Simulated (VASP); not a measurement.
A run of VASP 6.6.1 is set up as follows.

The input POSCAR:

```
ZrB
1.0
    0.0000000000      2.4556827944      2.4556827944
    2.4556827944      0.0000000000      2.4556827944
    2.4556827944      2.4556827944      0.0000000000
Zr B
1 1
Direct
    0.5000000000      0.5000000000      0.5000000000
    0.0000000000      0.0000000000      0.0000000000
```

File INCAR.step1:

```
PREC = Accurate ; ENCUT = 520
ISMEAR = 0 ; SIGMA = 0.05
LREAL = F ; LASPH = T
NELM = 100 ; NBANDS = 14
GGA = PE ; ALGO = Normal
EDIFF = 1E-4 ; LWAVE = T
LCHARG = F
```

The input INCAR.step2:

```
PREC = Accurate ; ENCUT = 520
EDIFF = 1E-6 ; ISMEAR = 0
SIGMA = 0.05 ; LREAL = F
LASPH = T ; NELM = 100
ALGO = Normal ; ISIF = 2
LWAVE = F ; LCHARG = F
METAGGA = R2SCAN ; LMIXTAU = T
IVDW = 12 ; VDW_S6 = 1.0
VDW_S8 = 0.78981345 ; VDW_A1 = 0.49484001
VDW_A2 = 5.73083694 ; NBANDS = 14
ISTART = 1
```

The input KPOINTS:

```
Automatic mesh
0
Gamma
  12 12 12
```

Potentials or basis: VASP PAW PBE potentials, release 64 (Zr_sv, B).

Command:

```console
$ cat potpaw_PBE.64/Zr_sv/POTCAR potpaw_PBE.64/B/POTCAR > POTCAR
$ cp INCAR.step1 INCAR
$ mpirun -np 1 vasp_std > vasp.out
$ cp INCAR.step2 INCAR
$ mpirun -np 1 vasp_std > vasp.out
```

Predict the dispersion energy per atom.

-0.181 eV.

Estimate the pressure.

-1.9 GPa.

Predict the band gap on the k mesh.

zero (an odd number of electrons rules out a gap without spin polarisation).

Caveat: the PAW data sets were made with another functional, which shifts forces and pressure a little.
